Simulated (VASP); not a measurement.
# Rb (Fm-3m) in VASP: notebook, part 2 of 2

VASP 6.6.1. The steps go on from the part before.

### 3 Single point, PBEsol

Input file INCAR:

```
SYSTEM = Rb
PREC = Accurate ; ENCUT = 520
EDIFF = 1E-6 ; ISMEAR = 0
SIGMA = 0.1 ; LREAL = .FALSE.
LASPH = .TRUE. ; NELM = 100
ALGO = Normal ; ISIF = 2
LWAVE = .FALSE. ; LCHARG = .FALSE.
GGA = PS ; NBANDS = 10
```

Input file KPOINTS:

```
Automatic mesh
0
G
  10 10 10
  0 0 0
```

Input file POSCAR:

```
Rb
1.0
    0.0000000000      3.5158388032      3.5158388032
    3.5158388032      0.0000000000      3.5158388032
    3.5158388032      3.5158388032      0.0000000000
Rb
1
Direct
    0.0000000000      0.0000000000      0.0000000000
```

Potentials or basis: VASP PAW PBE potentials, release 64 (Rb_sv).

The run is started by

```
> cat potpaw_PBE.64/Rb_sv/POTCAR > POTCAR
> mpirun -np 1 vasp_std > vasp.out
```

OUTCAR:

```text
SYSTEM = Rb
   PREC = Accurate
   ENCUT = 520
   EDIFF = 1E-6
   ISMEAR = 0
   LREAL = .FALSE.
   LASPH = .TRUE.
   NELM = 100
   ISIF = 2
   GGA = PS

 ion  position               nearest neighbor table
   1  0.000  0.000  0.000-

  LATTYP: Found a face centered cubic cell.
 ALAT       =     7.0316776064

  Lattice vectors:

 A1 = (   0.0000000000,   3.5158388032,   3.5158388032)
 A2 = (   3.5158388032,   0.0000000000,   3.5158388032)
 A3 = (   3.5158388032,   3.5158388032,   0.0000000000)

Analysis of symmetry for initial positions (statically):
=====================================================================
 Subroutine PRICEL returns:
 Original cell was already a primitive cell.

 Routine SETGRP: Setting up the symmetry group for a
 face centered cubic supercell.

 Subroutine GETGRP returns: Found 48 space group operations
 (whereof 48 operations were pure point group operations)
 out of a pool of 48 trial point group operations.

The static configuration has the point symmetry O_h .

Analysis of symmetry for dynamics (positions and initial velocities):
=====================================================================
 Subroutine PRICEL returns:
 Original cell was already a primitive cell.

 Routine SETGRP: Setting up the symmetry group for a
 face centered cubic supercell.

 Subroutine GETGRP returns: Found 48 space group operations
 (whereof 48 operations were pure point group operations)
 out of a pool of 48 trial point group operations.

The dynamic configuration has the point symmetry O_h .

 Subroutine INISYM returns: Found 48 space group operations
 (whereof 48 operations are pure point group operations),
 and found     1 'primitive' translations

----------------------------------------------------------------------------------------

                                     Primitive cell

  volume of cell :      86.9194

  direct lattice vectors                    reciprocal lattice vectors
     0.000000000  3.515838803  3.515838803    -0.142213573  0.142213573  0.142213573
     3.515838803  0.000000000  3.515838803     0.142213573 -0.142213573  0.142213573
     3.515838803  3.515838803  0.000000000     0.142213573  0.142213573 -0.142213573

  length of vectors
     4.972146919  4.972146919  4.972146919     0.246321135  0.246321135  0.246321135

  position of ions in fractional coordinates (direct lattice)
     0.000000000  0.000000000  0.000000000

  ion indices of the primitive-cell ions
   primitive index   ion index
                 1           1

----------------------------------------------------------------------------------------

 KPOINTS: Automatic mesh

Automatic generation of k-mesh.
 Grid dimensions read from file:
 generate k-points for:   10   10   10

 Generating k-lattice:

  Cartesian coordinates                     Fractional coordinates (reciprocal lattice)
    -0.014221357  0.014221357  0.014221357     0.100000000  0.000000000  0.000000000
     0.014221357 -0.014221357  0.014221357     0.000000000  0.100000000  0.000000000
     0.014221357  0.014221357 -0.014221357     0.000000000  0.000000000  0.100000000

  Length of vectors
     0.024632113  0.024632113  0.024632113

  Shift w.r.t. Gamma in fractional coordinates (k-lattice)
     0.000000000  0.000000000  0.000000000

 Subroutine IBZKPT returns following result:
 ===========================================

 Found     47 irreducible k-points:

 Following reciprocal coordinates:
            Coordinates               Weight
  0.000000  0.000000  0.000000      1.000000
  0.100000  0.000000  0.000000      8.000000
  0.200000  0.000000  0.000000      8.000000
  0.300000  0.000000  0.000000      8.000000
  0.400000  0.000000  0.000000      8.000000
  0.500000  0.000000  0.000000      4.000000
[... 16 lines left out ...]
  0.300000  0.300000  0.000000      6.000000
  0.400000  0.300000  0.000000     24.000000
 [... further k-points ...]
   k-points           NKPTS =     47   k-points in BZ     NKDIM =     47   number of bands    NBANDS=     10
   number of dos      NEDOS =    301   number of ions     NIONS =      1
   total plane-waves  NPLWV =  64000
   dimension x,y,z NGX =    40 NGY =   40 NGZ =   40
   dimension x,y,z NGXF=    80 NGYF=   80 NGZF=   80
   ions per type =               1
   NGX,Y,Z   is equivalent  to a cutoff of  13.37, 13.37, 13.37 a.u.
   NGXF,Y,Z  is equivalent  to a cutoff of  26.75, 26.75, 26.75 a.u.
 SYSTEM =  Rb
   PREC   = accura    normal or accurate (medium, high low for compatibility)
   ISTART =      0    job   : 0-new  1-cont  2-samecut
   ICHARG =      2    charge: 1-file 2-atom 10-const
   ISPIN  =      1    spin polarized calculation?
   LNONCOLLINEAR =      F non collinear calculations
   LSORBIT =      F    spin-orbit coupling
   LASPH  =      T    aspherical Exc in radial PAW
   ENCUT  =  520.0 eV  38.22 Ry    6.18 a.u.   9.24  9.24  9.24*2*pi/ulx,y,z
   NELM   =    100;   NELMIN=  2; NELMDL= -5     # of ELM steps
   EDIFF  = 0.1E-05   stopping-criterion for ELM
   LREAL  =      F    real-space projection
   EDIFFG = 0.1E-04   stopping-criterion for IOM
   NSW    =      0    number of steps for IOM
   IBRION =     -1    ionic relax: 0-MD 1-quasi-New 2-CG
   NFREE  =      0    steps in history (QN), initial steepest desc. (CG)
   ISIF   =      2    stress and relaxation
   ISYM   =      2    0-nonsym 1-usesym 2-fastsym
   POTIM  = 0.5000    time-step for ionic-motion
   TEBEG  =    0.0;   TEEND  =   0.0 temperature during run
   PSTRESS=    0.0 pullay stress
   NELECT =       9.0000    total number of electrons
   NUPDOWN=      -1.0000    fix difference up-down
   EMIN   =  10.00;   EMAX   =-10.00  energy-range for DOS
   EFERMI =   0.00;   METHOD = LEGACY
   ISMEAR =     0;   SIGMA  =   0.10  broadening in eV -4-tet -1-fermi 0-gaus
   EFERMI_NEDOS =   21; number of points for ismear=-14 and -15
   IALGO  =     38    algorithm
   IMIX   =      4    mixing-type and parameters
     AMIX     =   0.40;   BMIX     =  1.00
     AMIX_MAG =   1.60;   BMIX_MAG =  1.00
  volume/ion in A,a.u.               =      86.92       586.56
  Fermi-wavevector in a.u.,A,eV,Ry     =   0.768747  1.452721  8.040660  0.590972
  Thomas-Fermi vector in A             =   1.869587
   LORBIT       =      0    0 simple, 1 ext, 2 COOP (PROOUT), +10 PAW based schemes
   GGA     = PS    functional components
   LHFCALC =     F    Hartree Fock is set to
   AEXX    =    0.0000 exact exchange contribution
   IVDW    =     0    specifies the selected vdW correction
   LEPSILON=     F    determine dielectric tensor
   LRPA    =     F    only Hartree local field effects (RPA)
 non-spin polarized calculation
 Gauss-broadening in eV      SIGMA  =   0.10
  energy-cutoff  :      520.00
  volume of cell :       86.92
 maximum number of plane-waves:      2362
 NGX is ok and might be reduce to    40
   NGX = 19   NGY = 19   NGZ = 19

 number of electron       9.0000000 magnetization

 Free energy of the ion-electron system (eV)
  ---------------------------------------------------
  ext. energy  EPLUGINS =         0.00000000
  ---------------------------------------------------
  free energy    TOTEN  =        -1.02726638 eV

  energy without entropy =       -1.02223585  energy(sigma->0) =       -1.02475111

 E-fermi :   0.0160     XC(G=0):  -5.6359

 val. band max:        0.0115790377   @ k =   0.5000   0.3000   0.1000
 cond. band min:       0.1073112524   @ k =   0.4000   0.4000   0.0000
 fundamental gap:      0.0957322147
 Fermi energy:         0.0159995257

 k-point     1 :       0.0000    0.0000    0.0000
  band No.  band energies     occupation
      1     -28.7791      2.00000
      2     -12.8224      2.00000
      3     -12.8224      2.00000
      4     -12.8224      2.00000
      5      -1.9902      2.00000
      6       3.6840      0.00000
      7       3.6840      0.00000
      8       3.6840      0.00000
      9       5.0731      0.00000
     10       5.0731      0.00000
[... 287 lines left out ...]
 k-point    24 :       0.4000    0.3000    0.0000
  band No.  band energies     occupation
      1     -28.7740      2.00000
      2     -12.9076      2.00000
      3     -12.8571      2.00000
      4     -12.8536      2.00000
      5      -0.2366      1.99965
      6       2.0183      0.00000
      7       2.3334      0.00000
      8       4.1821      0.00000
      9       4.2775      0.00000
     10       5.9231      0.00000

 [... further k-points ...]

------------------------ aborting loop because EDIFF is reached ----------------------------------------

  FORCE on cell =-STRESS in cart. coord.  units (eV):
  Direction    XX          YY          ZZ          XY          YZ          ZX
  --------------------------------------------------------------------------------------
  -------------------------------------------------------------------------------------
  Total       -0.0032477     -0.0032477     -0.0032477      0.0000000      0.0000000     -0.0000000
  in kB       -0.0598648     -0.0598648     -0.0598648      0.0000000      0.0000000     -0.0000000
  external PRESSURE =      -0.0598648 kB  Pullay stress =       0.0000000 kB

 VOLUME and BASIS-vectors are now :
 -----------------------------------------------------------------------------
  energy-cutoff  :      520.00
  volume of cell :       86.92
      direct lattice vectors                 reciprocal lattice vectors
     0.000000000  3.515838803  3.515838803    -0.142213573  0.142213573  0.142213573
     3.515838803  0.000000000  3.515838803     0.142213573 -0.142213573  0.142213573
     3.515838803  3.515838803  0.000000000     0.142213573  0.142213573 -0.142213573

 POSITION                                       TOTAL-FORCE (eV/Angst)
 -----------------------------------------------------------------------------------
      0.00000      0.00000      0.00000         0.000000      0.000000      0.000000
 -----------------------------------------------------------------------------------
    total drift:                               -0.000000     -0.000000     -0.000000

  FREE ENERGIE OF THE ION-ELECTRON SYSTEM (eV)
  ---------------------------------------------------
  free  energy   TOTEN  =        -1.0272663769 eV

  energy  without entropy=       -1.0222358503  energy(sigma->0) =       -1.02475111
```

OSZICAR:

```text
N       E                     dE             d eps       ncg     rms          rms(c)
DAV:   1     0.405124197088E+02    0.40512E+02   -0.32929E+03   940   0.658E+02
DAV:   2     0.156681703725E+01   -0.38946E+02   -0.38283E+02  1024   0.126E+02
DAV:   3    -0.906843631115E+00   -0.24737E+01   -0.24698E+01  1280   0.317E+01
DAV:   4    -0.102565546207E+01   -0.11881E+00   -0.11858E+00  1288   0.568E+00
DAV:   5    -0.102762775578E+01   -0.19723E-02   -0.19722E-02  1264   0.722E-01    0.119E+00
DAV:   6    -0.102704980198E+01    0.57795E-03   -0.24014E-03  1318   0.276E-01    0.720E-01
DAV:   7    -0.102719132263E+01   -0.14152E-03   -0.36971E-03  1244   0.345E-01    0.550E-02
DAV:   8    -0.102725846508E+01   -0.67142E-04   -0.13863E-04  1152   0.961E-02    0.183E-02
DAV:   9    -0.102726675570E+01   -0.82906E-05   -0.13454E-05  1296   0.271E-02    0.594E-03
DAV:  10    -0.102726637694E+01    0.37877E-06   -0.37932E-06  1078   0.110E-02
   1 F= -.10272664E+01 E0= -.10247511E+01  d E =-.503053E-02
```

Run time: 16 s. Hardware: 1 thread of Intel Xeon 6975P-C (Granite Rapids), shared host; peak memory 0.24 GiB.

What came out:

```
Free energy : -1.0273 eV
Pressure    : 0.0 GPa
```

Caveat: the PAW data sets were made with another functional, which shifts forces and pressure a little.

### 4 Relaxation of cell and atoms, PBEsol

Input file INCAR:

```
SYSTEM = Rb
PREC = Accurate
ENCUT = 600
EDIFF = 1E-6
ISMEAR = 0
SIGMA = 0.1
LREAL = .FALSE.
LASPH = .TRUE.
NELM = 100
ALGO = Fast
ISIF = 3
LWAVE = .FALSE.
LCHARG = .FALSE.
GGA = PS
IBRION = 2
NSW = 100
EDIFFG = -0.005
```

KPOINTS is that of step 3.

POSCAR is that of step 3.

The run is started by

```
> cat potpaw_PBE.64/Rb_sv/POTCAR > POTCAR
> mpirun -np 1 vasp_std > vasp.out
```

Wall time 22 s (1 thread of Intel Xeon 6975P-C (Granite Rapids), shared host); peak memory 0.25 GiB.

Results (log left out):

- Free energy: -1.0272 eV
- Relaxed volume: 86.82 Å³/atom
- Relaxed cell: a = 4.970 Å, b = 4.970 Å, c = 4.970 Å, α = 60.00°, β = 60.00°, γ = 60.00°
- Space group after relaxing (to 0.05 Å): Fm-3m (No. 225)
- Energy gained by relaxing: 0.0 meV/atom
- Ionic steps: 2
- Pressure after relaxing: 0.0 GPa

Final structure:
```
Rb
1.0
     0.00000    3.51452    3.51452
     3.51452    0.00000    3.51452
     3.51452    3.51452    0.00000
Rb
1
Cartesian
  0.0000 3.5145 3.5145
```

Levels at points of the mesh, in eV from the Fermi level:
| k point | band 1 | band 2 | band 3 | band 4 | band 5 | band 6 | band 7 | band 8 |
| --- | --- | --- | --- | --- | --- | --- | --- | --- |
| (0.00, 0.00, 0.00) | -28.79 | -12.84 | -12.84 | -12.84 | -2.01 | 3.67 | 3.67 | 3.67 |
| (0.50, 0.00, 0.00) | -28.79 | -12.95 | -12.85 | -12.85 | 0.15 | 0.72 | 3.45 | 3.45 |
| (0.50, 0.50, 0.00) | -28.79 | -12.94 | -12.88 | -12.88 | 0.64 | 1.50 | 1.84 | 4.66 |

Caveat: the PAW data sets were made with another functional, which shifts forces and pressure a little.

### 5 Relaxation of cell and atoms, PBEsol

This run uses another cell than the first one, of 96.45 Å³/atom, 1.110 times its volume.

Input file INCAR:

```
  PREC = Accurate
  ENCUT = 600
  EDIFF = 1E-6
  ISMEAR = 0
  SIGMA = 0.1
  LREAL = F
  LASPH = T
  NELM = 60
  ALGO = Fast
  ISIF = 3
  LWAVE = F
  LCHARG = F
  GGA = PS
  IBRION = 2
  NSW = 100
  EDIFFG = -0.005
```

Input file KPOINTS:

```
Automatic mesh
0
Gamma
  10 10 10
```

Input file POSCAR:

```
Rb
1.0
    0.0000000000      3.6398846700      3.6398846700
    3.6398846700      0.0000000000      3.6398846700
    3.6398846700      3.6398846700      0.0000000000
Rb
1
Direct
    0.0000000000      0.0000000000      0.0000000000
```

Potentials or basis: VASP PAW PBE potentials, release 64 (Rb_sv).

The run is started by

```
> cat potpaw_PBE.64/Rb_sv/POTCAR > POTCAR
> mpirun -np 1 vasp_std > vasp.out
```

OUTCAR:

```text
PREC = Accurate
   ENCUT = 600
   EDIFF = 1E-6
   ISMEAR = 0
   LREAL = F
   LASPH = T
   NELM = 60
   ISIF = 3
   GGA = PS
   IBRION = 2
   NSW = 100
   EDIFFG = -0.005

 ion  position               nearest neighbor table
   1  0.000  0.000  0.000-

  LATTYP: Found a face centered cubic cell.
 ALAT       =     7.2797693400

  Lattice vectors:

 A1 = (   0.0000000000,   3.6398846700,   3.6398846700)
 A2 = (   3.6398846700,   0.0000000000,   3.6398846700)
 A3 = (   3.6398846700,   3.6398846700,   0.0000000000)

Analysis of symmetry for initial positions (statically):
=====================================================================
 Subroutine PRICEL returns:
 Original cell was already a primitive cell.

 Routine SETGRP: Setting up the symmetry group for a
[... 542 lines left out ...]

 [... further k-points ...]

[... ionic steps 4 to 12 ...]

--------------------------------------- Ionic step       13  -------------------------------------------

 number of electron       9.0000000 magnetization

------------------------ aborting loop because EDIFF is reached ----------------------------------------
[... 65 lines left out ...]
--------------------------------------- Ionic step       15  -------------------------------------------

 number of electron       9.0000000 magnetization

 Free energy of the ion-electron system (eV)
  ---------------------------------------------------
  ext. energy  EPLUGINS =         0.00000000
  ---------------------------------------------------
  free energy    TOTEN  =        -1.02731658 eV

  energy without entropy =       -1.02228581  energy(sigma->0) =       -1.02480119

 E-fermi :   0.0155     XC(G=0):  -5.6352

 val. band max:        0.0110575200   @ k =   0.5000   0.3000   0.1000
 cond. band min:       0.1068127884   @ k =   0.4000   0.4000   0.0000
 fundamental gap:      0.0957552684
 Fermi energy:         0.0154953849

 k-point     1 :       0.0000    0.0000    0.0000
  band No.  band energies     occupation
      1     -28.7795      2.00000
      2     -12.8230      2.00000
      3     -12.8230      2.00000
      4     -12.8230      2.00000
      5      -1.9903      2.00000
      6       3.6832      0.00000
      7       3.6832      0.00000
      8       3.6832      0.00000
[... 281 lines left out ...]
  FREE ENERGIE OF THE ION-ELECTRON SYSTEM (eV)
  ---------------------------------------------------
  free  energy   TOTEN  =        -1.0273165772 eV

  energy  without entropy=       -1.0222858114  energy(sigma->0) =       -1.02480119

 reached required accuracy - stopping structural energy minimisation
```

OSZICAR:

```text
N       E                     dE             d eps       ncg     rms          rms(c)
DAV:   1     0.507013643388E+02    0.50701E+02   -0.34970E+03   752   0.899E+02
DAV:   2     0.220408404471E+01   -0.48497E+02   -0.48055E+02   848   0.142E+02
DAV:   3    -0.927683233745E+00   -0.31318E+01   -0.31307E+01   920   0.427E+01
[... 112 lines left out ...]
RMM:   2    -0.102739599447E+01    0.29950E-03   -0.54528E-04   752   0.211E-01    0.428E-02
RMM:   3    -0.102730794257E+01    0.88052E-04   -0.39747E-04   782   0.160E-01    0.912E-03
RMM:   4    -0.102731433299E+01   -0.63904E-05   -0.38931E-05   853   0.402E-02    0.198E-03
RMM:   5    -0.102731639735E+01   -0.20644E-05   -0.13233E-05   731   0.186E-02    0.312E-03
RMM:   6    -0.102731657720E+01   -0.17985E-06   -0.16361E-06   541   0.711E-03
  15 F= -.10273166E+01 E0= -.10248012E+01  d E =-.426553E-04
```

It took 2.8 min on 1 thread of Intel Xeon 6975P-C (Granite Rapids), shared host; peak memory 0.29 GiB.

What came out:

```yaml
Free_energy: -1.0273 eV
Relaxed_volume: 86.94 Å³/atom
Relaxed_cell: a = 4.973 Å, b = 4.973 Å, c = 4.973 Å, α = 60.00°, β = 60.00°, γ = 60.00°
Space_group_after_relaxing_to_0.05_Å: Fm-3m (No. 225)
Energy_gained_by_relaxing: 8.4 meV/atom
Ionic_steps: 15
Pressure_after_relaxing: 0.0 GPa
```

Step by step:
```
step  energy change (eV)  largest force (eV/Å)  pressure (GPa)  volume (Å³)
   1              0.0000                0.0000           -0.26        96.45
   2             -0.0032                0.0000           -0.23        94.28
   3             -0.0083                0.0000           -0.03        87.96
   4             -0.0084                0.0000            0.05        87.25
   5             -0.0083                0.0000           -0.04        87.72
   6             -0.0084                0.0000           -0.02        87.48
   7             -0.0084                0.0000           -0.02        87.46
   8             -0.0084                0.0000           -0.02        87.40
   9             -0.0084                0.0000           -0.03        87.40
  10             -0.0084                0.0000           -0.03        87.39
  11             -0.0084                0.0000           -0.02        87.38
  12             -0.0084                0.0000           -0.02        87.35
  13             -0.0084                0.0000           -0.02        87.29
  14             -0.0084                0.0000           -0.01        87.17
  15             -0.0084                0.0000            0.00        86.94
```

Final structure:
```
Rb
1.0
     0.00000    3.51614    3.51614
     3.51614    0.00000    3.51614
     3.51614    3.51614    0.00000
Rb
1
Direct
  0.00000 0.00000 0.00000
```

Levels at points of the mesh, in eV from the Fermi level:
| k point | band 2 | band 3 | band 4 | band 5 | band 6 | band 7 | band 8 |
| --- | --- | --- | --- | --- | --- | --- | --- |
| (0.00, 0.00, 0.00) | -12.84 | -12.84 | -12.84 | -2.01 | 3.67 | 3.67 | 3.67 |
| (0.50, 0.00, 0.00) | -12.95 | -12.85 | -12.85 | 0.15 | 0.72 | 3.45 | 3.45 |
| (0.50, 0.50, 0.00) | -12.94 | -12.88 | -12.88 | 0.64 | 1.49 | 1.84 | 4.66 |

Caveat: the PAW data sets were made with another functional, which shifts forces and pressure a little.

### 6 Overview

| task | cell | cutoff (eV) | gap on the mesh (eV) | pressure (GPa) | relaxed volume (Å³/atom) |
| --- | --- | --- | --- | --- | --- |
| single point | a = 4.972 Å, angles 60.0°, 1 atom | 520 | none | 0.0 | - |
| relaxation of cell and atoms | relaxed from a = 4.972 Å, angles 60.0°, 1 atom | 600 | none | 0.0 | 86.82 |
| relaxation of cell and atoms | relaxed from a = 5.148 Å, angles 60.0°, 1 atom | 600 | none | 0.0 | 86.94 |

Alike in all rows: level PBEsol; potentials or basis VASP PAW PBE potentials, release 64 (Rb_sv); no spin polarisation; k mesh 10 × 10 × 10; smearing gaussian 0.1 eV.

Caveats: the PAW data sets were made with another functional, which shifts forces and pressure a little.

Absolute energies hang on the potentials; compare differences alone.
